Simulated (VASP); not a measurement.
A run of VASP 6.6.1 is set up as follows.

INCAR

```
SYSTEM = YI2
ALGO = Normal ; DIPOL = 0.5 0.5 0.289
EDIFF = 1E-7 ; ENCUT = 520
GGA = PE ; IDIPOL = 3
ISIF = 2 ; ISMEAR = 0
LASPH = .TRUE. ; LCHARG = .FALSE.
LDIPOL = .TRUE. ; LREAL = .FALSE.
LWAVE = .FALSE. ; NBANDS = 20
NELM = 100 ; PREC = Accurate
SIGMA = 0.1
```

The input KPOINTS:

```
k-points
0
G
  12 12 1
  0 0 0
```

The input POSCAR:

```
YI2
1.0
    3.7937148274      0.0000000000      0.0000000000
    0.0000000000      3.7937148274      0.0000000000
    0.0000000000      0.0000000000     31.1088726400
Y I
1 2
Direct
    0.0000000000      0.0000000000      0.2893065301
    0.5000000000      0.5000000000      0.3484839062
    0.5000000000      0.5000000000      0.2301291541
```

Potentials or basis: VASP PAW PBE potentials, release 64 (Y_sv, I).

Run with:

```bash
$ cat potpaw_PBE.64/Y_sv/POTCAR potpaw_PBE.64/I/POTCAR > POTCAR
$ mpirun -np 1 vasp_std > vasp.out
```

(1) Predict the largest force.

Answers

(1) 0.027 eV/Å.

Caveat: an odd number of electrons without spin polarisation forces a metal; a magnetic or distorted state may lie lower.
